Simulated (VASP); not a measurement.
A run of VASP 6.6.1:

The input INCAR:

```
ALGO     = Normal         # electronic algorithm
EDIFF    = 1E-7           # SCF threshold, eV
ENCUT    = 520            # plane-wave cutoff, eV
GGA      = PE             # functional
ISIF     = 2              # what is computed and relaxed
ISMEAR   = 0              # smearing method
LASPH    = True           # aspherical terms in the spheres
LCHARG   = True           # write CHGCAR
LELF     = True           # ELF
LREAL    = False          # projectors in reciprocal space
LVHAR    = True         
LWAVE    = False          # write WAVECAR
NBANDS   = 12             # bands
NELM     = 80             # most SCF steps
PREC     = Accurate       # precision mode
SIGMA    = 0.1            # smearing width, eV
```

The input KPOINTS:

```
k-points
0
Gamma
  6 6 6
```

The input POSCAR:

```
CaH
1.0
    0.0000000000      2.5916996885      2.5916996885
    2.5916996885      0.0000000000      2.5916996885
    2.5916996885      2.5916996885      0.0000000000
Ca H
1 1
Direct
    0.0000000000      0.0000000000      0.0000000000
    0.5000000000      0.5000000000      0.5000000000
```

Potentials or basis: VASP PAW PBE potentials, release 64 (Ca_sv, H).

Launch:

```bash
$ cat potpaw_PBE.64/Ca_sv/POTCAR potpaw_PBE.64/H/POTCAR > POTCAR
$ mpirun -np 1 vasp_std > vasp.out
```

Hardware: 1 thread of Intel(R) Xeon(R) 6975P-C (Granite Rapids) (shared host).

Question: How long does it take, and how much memory?

Answer: It took 5.5 s on 1 thread of Intel(R) Xeon(R) 6975P-C (Granite Rapids), with other jobs on the host, peak memory 0.15 GiB. Counts: scf iterations 13, k points 16.
